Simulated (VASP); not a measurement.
# BN (P1) in VASP: single point with PBE

Aim: the single point of BN with PBE.

All numbers are computed with VASP 6.6.1; they aren't measurements. Logs are shortened: lines on timing, memory, paths and dates and some standing lists are left out, and cuts for length are marked.

### 1 The cell of the first run

The typed cell holds 4 atoms: a = 2.504 Å, b = 2.504 Å, c = 6.661 Å, α = 90.00°, β = 90.00°, γ = 120.00°.

### 2 Single point, PBE (one atom moved)

Input file INCAR:

```
SYSTEM = BN
  PREC = Accurate
  ENCUT = 520
  EDIFF = 1E-7
  ISMEAR = 0
  SIGMA = 0.02
  LREAL = .FALSE.
  LASPH = .TRUE.
  NELM = 60
  ALGO = Normal
  ISIF = 2
  LWAVE = .FALSE.
  LCHARG = .FALSE.
  GGA = PE
  NBANDS = 16
```

Input file KPOINTS:

```
Automatic mesh
0
G
  12 12 4
  0 0 0
```

Input file POSCAR:

```
BN
1.0
    2.5039917043      0.0000000000      0.0000000000
   -1.2519958522      2.1685204268      0.0000000000
    0.0000000000      0.0000000000      6.6612000000
B N
2 2
Direct
    0.3333333333      0.6666666667      0.2500000000
    0.6666666667      0.3333333333      0.7500000000
    0.3285319513      0.5575507935      0.7894673632
    0.6666666667      0.3333333333      0.2500000000
```

Potentials or basis: VASP PAW PBE potentials, release 64 (B, N).

Run with:

```console
cat potpaw_PBE.64/B/POTCAR potpaw_PBE.64/N/POTCAR > POTCAR
mpirun -np 1 vasp_std > vasp.out
```

OUTCAR:

```text
SYSTEM = BN
   PREC = Accurate
   ENCUT = 520
   EDIFF = 1E-7
   ISMEAR = 0
   LREAL = .FALSE.
   LASPH = .TRUE.
   NELM = 60
   ISIF = 2
   GGA = PE

 ion  position               nearest neighbor table
   1  0.333  0.667  0.250-   4 1.45   4 1.45   4 1.45
   2  0.667  0.333  0.750-   3 1.26   3 1.48   3 1.71
   3  0.329  0.558  0.789-   2 1.26   2 1.48   2 1.71
   4  0.667  0.333  0.250-   1 1.45   1 1.45   1 1.45

  LATTYP: Found a hexagonal cell.
 ALAT       =     2.5039917043
 C/A-ratio  =     2.6602324555

  Lattice vectors:

 A1 = (   2.5039917043,   0.0000000000,   0.0000000000)
 A2 = (  -1.2519958522,   2.1685204268,   0.0000000000)
 A3 = (   0.0000000000,   0.0000000000,   6.6612000000)

Analysis of symmetry for initial positions (statically):
=====================================================================
 Subroutine PRICEL returns:
 Original cell was already a primitive cell.

 Routine SETGRP: Setting up the symmetry group for a
 hexagonal supercell.

 Subroutine GETGRP returns: Found  1 space group operations
 (whereof  1 operations were pure point group operations)
 out of a pool of 24 trial point group operations.

The static configuration has the point symmetry C_1 .

Analysis of symmetry for dynamics (positions and initial velocities):
=====================================================================
 Subroutine PRICEL returns:
 Original cell was already a primitive cell.

 Routine SETGRP: Setting up the symmetry group for a
 hexagonal supercell.

 Subroutine GETGRP returns: Found  1 space group operations
 (whereof  1 operations were pure point group operations)
 out of a pool of 24 trial point group operations.

The dynamic configuration has the point symmetry C_1 .

 Subroutine INISYM returns: Found  1 space group operations
 (whereof  1 operations are pure point group operations),
 and found     1 'primitive' translations

----------------------------------------------------------------------------------------

                                     Primitive cell

  volume of cell :      36.1700

  direct lattice vectors                    reciprocal lattice vectors
     2.503991704  0.000000000  0.000000000     0.399362345  0.230571958  0.000000000
    -1.251995852  2.168520427  0.000000000     0.000000000  0.461143915  0.000000000
     0.000000000  0.000000000  6.661200000     0.000000000  0.000000000  0.150123101

  length of vectors
[... 89 lines left out ...]
   NSW    =      0    number of steps for IOM
   IBRION =     -1    ionic relax: 0-MD 1-quasi-New 2-CG
   NFREE  =      0    steps in history (QN), initial steepest desc. (CG)
   ISIF   =      2    stress and relaxation
   ISYM   =      2    0-nonsym 1-usesym 2-fastsym
   POTIM  = 0.5000    time-step for ionic-motion
   TEBEG  =    0.0;   TEEND  =   0.0 temperature during run
   PSTRESS=    0.0 pullay stress
   NELECT =      16.0000    total number of electrons
   NUPDOWN=      -1.0000    fix difference up-down
   EMIN   =  10.00;   EMAX   =-10.00  energy-range for DOS
   EFERMI =   0.00;   METHOD = LEGACY
   ISMEAR =     0;   SIGMA  =   0.02  broadening in eV -4-tet -1-fermi 0-gaus
   EFERMI_NEDOS =   21; number of points for ismear=-14 and -15
   IALGO  =     38    algorithm
   IMIX   =      4    mixing-type and parameters
     AMIX     =   0.40;   BMIX     =  1.00
     AMIX_MAG =   1.60;   BMIX_MAG =  1.00
  volume/ion in A,a.u.               =       9.04        61.02
  Fermi-wavevector in a.u.,A,eV,Ry     =   1.247379  2.357205 21.170055  1.555955
  Thomas-Fermi vector in A             =   2.381514
   LORBIT       =      0    0 simple, 1 ext, 2 COOP (PROOUT), +10 PAW based schemes
   GGA     = PE    functional components
   LHFCALC =     F    Hartree Fock is set to
   AEXX    =    0.0000 exact exchange contribution
   IVDW    =     0    specifies the selected vdW correction
   LEPSILON=     F    determine dielectric tensor
   LRPA    =     F    only Hartree local field effects (RPA)
 non-spin polarized calculation
 Gauss-broadening in eV      SIGMA  =   0.02
  energy-cutoff  :      520.00
  volume of cell :       36.17
 maximum number of plane-waves:       992
   NGX =  9   NGY =  9   NGZ = 25

 number of electron      15.9999998 magnetization

 Free energy of the ion-electron system (eV)
  ---------------------------------------------------
  ext. energy  EPLUGINS =         0.00000000
  ---------------------------------------------------
  free energy    TOTEN  =       -33.41866578 eV

  energy without entropy =      -33.41866578  energy(sigma->0) =      -33.41866578

 E-fermi :   4.0759     XC(G=0): -10.0793

 val. band max:        3.9268051929   @ k =   0.0000   0.0000   0.5000
 cond. band min:       5.4877886104   @ k =   0.5000   0.5000   0.5000
 fundamental gap:      1.5609834175
 Fermi energy:         4.0758848756

 k-point     1 :       0.0000    0.0000    0.0000
  band No.  band energies     occupation
      1     -15.5197      2.00000
      2     -15.1902      2.00000
      3      -4.0092      2.00000
      4      -1.8176      2.00000
      5      -1.2061      2.00000
      6       0.9214      2.00000
[... 433 lines left out ...]
      3      -2.8410      2.00000
      4      -2.4250      2.00000
      5      -2.0452      2.00000
      6      -0.7389      2.00000
[... 8 lines left out ...]
     15      16.7736      0.00000
     16      17.5528      0.00000

 [... further k-points ...]

------------------------ aborting loop because EDIFF is reached ----------------------------------------

  FORCE on cell =-STRESS in cart. coord.  units (eV):
  Direction    XX          YY          ZZ          XY          YZ          ZX
  --------------------------------------------------------------------------------------
  -------------------------------------------------------------------------------------
  Total        6.8708062      1.9561735      0.0127408     -2.4344684      1.6372895     -2.1601392
  in kB      304.3472652     86.6501024      0.5643613   -107.8365140     72.5249066    -95.6849063
  external PRESSURE =     130.5205763 kB  Pullay stress =       0.0000000 kB

 VOLUME and BASIS-vectors are now :
 -----------------------------------------------------------------------------
  energy-cutoff  :      520.00
  volume of cell :       36.17
      direct lattice vectors                 reciprocal lattice vectors
     2.503991704  0.000000000  0.000000000     0.399362345  0.230571958  0.000000000
    -1.251995852  2.168520427  0.000000000     0.000000000  0.461143915  0.000000000
     0.000000000  0.000000000  6.661200000     0.000000000  0.000000000  0.150123101

 POSITION                                       TOTAL-FORCE (eV/Angst)
 -----------------------------------------------------------------------------------
     -0.00000      1.44568      1.66530        -0.001926     -0.005945     -0.176749
      1.25200      0.72284      4.99590         8.313447     -6.298480      2.034805
      0.12459      1.20906      5.25880        -8.338878      6.310469     -2.158121
      1.25200      0.72284      1.66530         0.027357     -0.006044      0.300064
 -----------------------------------------------------------------------------------
    total drift:                                0.000047     -0.000014     -0.000088

  FREE ENERGIE OF THE ION-ELECTRON SYSTEM (eV)
  ---------------------------------------------------
  free  energy   TOTEN  =       -33.4186657828 eV

  energy  without entropy=      -33.4186657828  energy(sigma->0) =      -33.41866578
```

stdout:

```text
POSCAR found type information on POSCAR B N
 POSCAR found :  2 types and       4 ions
 scaLAPACK will be used
 LDA part: xc-table for (Slater+PW92), standard interpolation
 POSCAR, INCAR and KPOINTS ok, starting setup
 FFT: planning ... GRIDC
 FFT: planning ... GRID_SOFT
 FFT: planning ... GRID
 WAVECAR not read
 entering main loop
```

It took 4.3 min on 1 thread of Intel Xeon 8259CL, shared host; peak memory 0.26 GiB.

Results:

```yaml
Free_energy: -33.4187 eV
Pressure: 13.1 GPa
Largest_force: 10.678 eV/Å
Band_gap_on_the_k_mesh: 1.56 eV (least direct gap 2.73 eV)
```

Forces on the atoms (eV/Å):
```
B   -0.002 -0.006 -0.177
B    8.313 -6.298  2.035
N   -8.339  6.310 -2.158
N    0.027 -0.006  0.300
```

Levels at points of the mesh, in eV from the valence-band top:
| k point | band 5 | band 6 | band 7 | band 8 | band 9 | band 10 | band 11 | band 12 |
| --- | --- | --- | --- | --- | --- | --- | --- | --- |
| (0.00, 0.00, 0.00) | -5.13 | -3.01 | -3.00 | -0.01 | 2.72 | 6.98 | 8.89 | 9.90 |
| (0.50, 0.00, 0.00) | -5.80 | -4.32 | -3.24 | -2.18 | 2.29 | 3.74 | 5.71 | 8.09 |
| (0.00, 0.50, 0.00) | -6.54 | -5.80 | -3.74 | -2.23 | 2.64 | 4.90 | 7.17 | 8.15 |
| (0.50, 0.50, 0.00) | -5.80 | -4.12 | -2.81 | -2.26 | 1.81 | 3.35 | 7.67 | 8.12 |
| (0.00, 0.00, 0.50) | -5.12 | -3.01 | -3.00 | 0.00 | 4.12 | 6.62 | 7.23 | 9.92 |
| (0.50, 0.00, 0.50) | -5.80 | -4.33 | -2.81 | -2.57 | 2.58 | 3.06 | 5.79 | 8.22 |
| (0.00, 0.50, 0.50) | -6.54 | -5.80 | -3.43 | -2.60 | 3.06 | 4.19 | 7.30 | 8.23 |
| (0.50, 0.50, 0.50) | -5.80 | -4.13 | -2.61 | -2.28 | 1.56 | 3.05 | 7.86 | 8.25 |

Caveat: the cell differs from its parent crystal (one atom moved); the stress differs along the axes, from 0 to 30 GPa; forces of over 1 eV/Å act on the atoms, so gaps and moduli don't describe the material at rest.
